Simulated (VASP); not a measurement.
# O (Im-3m) in VASP: further runs, part 2 of 2

VASP 6.6.1.

### 3 Density of states, PBE

This run uses another cell than the first one, of 7.79 Å³/atom, 1.282 times its volume.

File POSCAR:

```
O
1.0
   -1.2486093083      1.2486093083      1.2486093083
    1.2486093083     -1.2486093083      1.2486093083
    1.2486093083      1.2486093083     -1.2486093083
O
1
Direct
    0.0000000000      0.0000000000      0.0000000000
```

File INCAR.step1:

```
SYSTEM = O
PREC     = Accurate       ! precision mode
ENCUT    = 520            ! plane-wave cutoff, eV
EDIFF    = 1E-6           ! SCF threshold, eV
ISMEAR   = -1             ! smearing method
SIGMA    = 0.08           ! smearing width, eV
LREAL    = .False.        ! projectors in reciprocal space
LASPH    = .True.         ! aspherical terms in the spheres
NELM     = 80             ! most SCF steps
ALGO     = Normal         ! electronic algorithm
ISIF     = 2              ! what is computed and relaxed
LWAVE    = .False.        ! write WAVECAR
LCHARG   = .True.         ! write CHGCAR
GGA      = PE             ! functional
NBANDS   = 9              ! bands
```

File KPOINTS.step1:

```
regular mesh
0
Gamma
  19 19 19
  0 0 0
```

File INCAR.step2:

```
SYSTEM = O
PREC     = Accurate       ! precision mode
ENCUT    = 520            ! plane-wave cutoff, eV
EDIFF    = 1E-6           ! SCF threshold, eV
ISMEAR   = -5             ! smearing method
SIGMA    = 0.08           ! smearing width, eV
LREAL    = .False.        ! projectors in reciprocal space
LASPH    = .True.         ! aspherical terms in the spheres
NELM     = 80             ! most SCF steps
ALGO     = Normal         ! electronic algorithm
ISIF     = 2              ! what is computed and relaxed
LWAVE    = .False.        ! write WAVECAR
LCHARG   = .False.        ! write CHGCAR
GGA      = PE             ! functional
LORBIT   = 11             ! projections on sites
NBANDS   = 9              ! bands
NEDOS    = 2001           ! points of the DOS
ICHARG   = 11             ! starting density
```

File KPOINTS.step2:

```
regular mesh
0
Gamma
  29 29 29
  0 0 0
```

Potentials or basis: VASP PAW PBE potentials, release 64 (O).

Started as:

```console
> cat potpaw_PBE.64/O/POTCAR > POTCAR
> cp INCAR.step1 INCAR
> cp KPOINTS.step1 KPOINTS
> mpirun -np 1 vasp_std > vasp.out
> cp INCAR.step2 INCAR
> cp KPOINTS.step2 KPOINTS
> mpirun -np 1 vasp_std > vasp.out
```

OUTCAR:

```text
SYSTEM = O
   PREC = Accurate
   ENCUT = 520
   EDIFF = 1E-6
   ISMEAR = -5
   LREAL = .False.
   LASPH = .True.
   NELM = 80
   ISIF = 2
   GGA = PE
   LORBIT = 11
   ICHARG = 11

 ion  position               nearest neighbor table
   1  0.000  0.000  0.000-

  LATTYP: Found a body centered cubic cell.
 ALAT       =     2.4972186166

  Lattice vectors:

 A1 = (  -1.2486093083,   1.2486093083,   1.2486093083)
 A2 = (   1.2486093083,  -1.2486093083,   1.2486093083)
 A3 = (   1.2486093083,   1.2486093083,  -1.2486093083)

Analysis of symmetry for initial positions (statically):
=====================================================================
 Subroutine PRICEL returns:
 Original cell was already a primitive cell.

 Routine SETGRP: Setting up the symmetry group for a
 body centered cubic supercell.

 Subroutine GETGRP returns: Found 48 space group operations
 (whereof 48 operations were pure point group operations)
 out of a pool of 48 trial point group operations.

The static configuration has the point symmetry O_h .

Analysis of symmetry for dynamics (positions and initial velocities):
=====================================================================
 Subroutine PRICEL returns:
 Original cell was already a primitive cell.

 Routine SETGRP: Setting up the symmetry group for a
 body centered cubic supercell.

 Subroutine GETGRP returns: Found 48 space group operations
 (whereof 48 operations were pure point group operations)
 out of a pool of 48 trial point group operations.

The dynamic configuration has the point symmetry O_h .

 Subroutine INISYM returns: Found 48 space group operations
 (whereof 48 operations are pure point group operations),
 and found     1 'primitive' translations

[... 111 lines left out ...]
   IALGO  =     38    algorithm
   IMIX   =      4    mixing-type and parameters
     AMIX     =   0.40;   BMIX     =  1.00
     AMIX_MAG =   1.60;   BMIX_MAG =  1.00
  volume/ion in A,a.u.               =       7.79        52.55
  Fermi-wavevector in a.u.,A,eV,Ry     =   1.500878  2.836248 30.648951  2.252634
  Thomas-Fermi vector in A             =   2.612321
   LORBIT       =     11    0 simple, 1 ext, 2 COOP (PROOUT), +10 PAW based schemes
   GGA     = PE    functional components
   LHFCALC =     F    Hartree Fock is set to
   AEXX    =    0.0000 exact exchange contribution
   IVDW    =     0    specifies the selected vdW correction
   LEPSILON=     F    determine dielectric tensor
   LRPA    =     F    only Hartree local field effects (RPA)
 non-spin polarized calculation
 Fermi weights with tetrahedron method with Bloechl corrections
  energy-cutoff  :      520.00
  volume of cell :        7.79
 maximum number of plane-waves:       236

 number of electron       6.0000003 magnetization

 Free energy of the ion-electron system (eV)
  ---------------------------------------------------
  ext. energy  EPLUGINS =         0.00000000
  ---------------------------------------------------
  free energy    TOTEN  =        -2.47383969 eV

  energy without entropy =       -2.47383969  energy(sigma->0) =       -2.47383969

 E-fermi :   2.2885     XC(G=0): -12.2144

 val. band max:        2.3002875813   @ k =  -0.1379   0.1724   0.0345
 cond. band min:       2.2715240197   @ k =   0.2759   0.1724   0.1034
 fundamental gap:     -0.0287635616
 Fermi energy:         2.2884580079

 k-point     1 :       0.0000    0.0000    0.0000
  band No.  band energies     occupation
      1     -19.1223      2.00000
      2       4.1386      0.00000
      3       4.1386      0.00000
      4       4.1386      0.00000
      5      20.9819      0.00000
      6      38.5410      0.00000
      7      38.5411      0.00000
      8      38.5411      0.00000
      9      42.4383      0.00000
[... 265 lines left out ...]
 k-point    24 :       0.3103    0.0345   -0.0000
  band No.  band energies     occupation
      1     -16.1414      2.00000
      2      -1.8421      2.00000
      3       2.5613     -0.01750
      4       3.8374      0.00000
      5      23.2794      0.00000
      6      28.2493      0.00000
      7      30.6890      0.00000
      8      39.3030      0.00000
      9      45.1008      0.00000

 [... further k-points ...]
[... 5 lines left out ...]
  --------------------------------------------------------------------------------------
  -------------------------------------------------------------------------------------
  Total       -0.0306008     -0.0306008     -0.0306008     -0.0000000      0.0000000      0.0000000
  in kB       -6.2965611     -6.2965611     -6.2965611     -0.0000000      0.0000000      0.0000000
  external PRESSURE =      -6.2965611 kB  Pullay stress =       0.0000000 kB

 VOLUME and BASIS-vectors are now :
 -----------------------------------------------------------------------------
  energy-cutoff  :      520.00
  volume of cell :        7.79
      direct lattice vectors                 reciprocal lattice vectors
    -1.248609308  1.248609308  1.248609308     0.000000000  0.400445517  0.400445517
     1.248609308 -1.248609308  1.248609308     0.400445517  0.000000000  0.400445517
     1.248609308  1.248609308 -1.248609308     0.400445517  0.400445517  0.000000000

 POSITION                                       TOTAL-FORCE (eV/Angst)
 -----------------------------------------------------------------------------------
      0.00000      0.00000      0.00000        -0.000000     -0.000000     -0.000000
 -----------------------------------------------------------------------------------
    total drift:                                0.000000     -0.000000     -0.000000

  FREE ENERGIE OF THE ION-ELECTRON SYSTEM (eV)
  ---------------------------------------------------
  free  energy   TOTEN  =        -2.4738396938 eV

  energy  without entropy=       -2.4738396938  energy(sigma->0) =       -2.47383969

 total charge

# of ion       s       p       d       tot
------------------------------------------
    1        1.663   2.910   0.000   4.574
```

OUTCAR.step1:

```text
SYSTEM = O
   PREC = Accurate
   ENCUT = 520
   EDIFF = 1E-6
   ISMEAR = -1
   LREAL = .False.
[... 503 lines left out ...]

 POSITION                                       TOTAL-FORCE (eV/Angst)
 -----------------------------------------------------------------------------------
      0.00000      0.00000      0.00000        -0.000000     -0.000000      0.000000
 -----------------------------------------------------------------------------------
    total drift:                                0.000000      0.000000     -0.000000

  FREE ENERGIE OF THE ION-ELECTRON SYSTEM (eV)
  ---------------------------------------------------
  free  energy   TOTEN  =        -2.4854422512 eV

  energy  without entropy=       -2.4687183383  energy(sigma->0) =       -2.47708029
```

Run time: 33 s. Hardware: 1 thread of Intel Xeon 6975P-C (Granite Rapids), shared host; peak memory 0.19 GiB.

What came out:

```yaml
Valence_electrons_inside_the_program's_atomic_spheres: O 4.57
```

Caveat: tetrahedron occupations give inexact forces and stress in metals.
